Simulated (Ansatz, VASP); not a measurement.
# BaTe: VASP beside Ansatz

```
CELL_PARAMETERS angstrom
4.24482 0.00000 0.00000
0.00000 4.24482 0.00000
0.00000 0.00000 4.24482
ATOMIC_POSITIONS crystal
Ba 0.00000 0.00000 0.00000
Te 0.50000 0.50000 0.50000
```

Alike in both runs: task single point; functional PBE-based screened hybrid; k mesh 4 × 4 × 4; no spin polarisation.

```csv
,VASP,Ansatz
version,VASP 6.6.1,Ansatz 0.2.0
potentials or method,"VASP PAW PBE potentials, release 64 (Ba_sv, Te)",plane waves
plane-wave cutoff (eV),520,420
occupations,"gaussian, width 0.01 eV",fixed
valence electrons in the cell,16,26
```

VASP gave:

* gap on the k mesh at the Fermi level (eV): 1.89
* pressure (GPa): -0.4

Q: Estimate Ansatz's values.

A: gap on the k mesh at the Fermi level (eV): 1.93; pressure (GPa): -0.6.

VASP's potentials were made for PBE, not for PBE-based screened hybrid. VASP's potentials hold 16 valence electrons a cell and Ansatz's 26, so a difference there can come from the potentials and not from the codes. Ansatz's warnings: stress exchange threshold loose, stress scf threshold loose.

Neither program's run includes spin-orbit coupling.
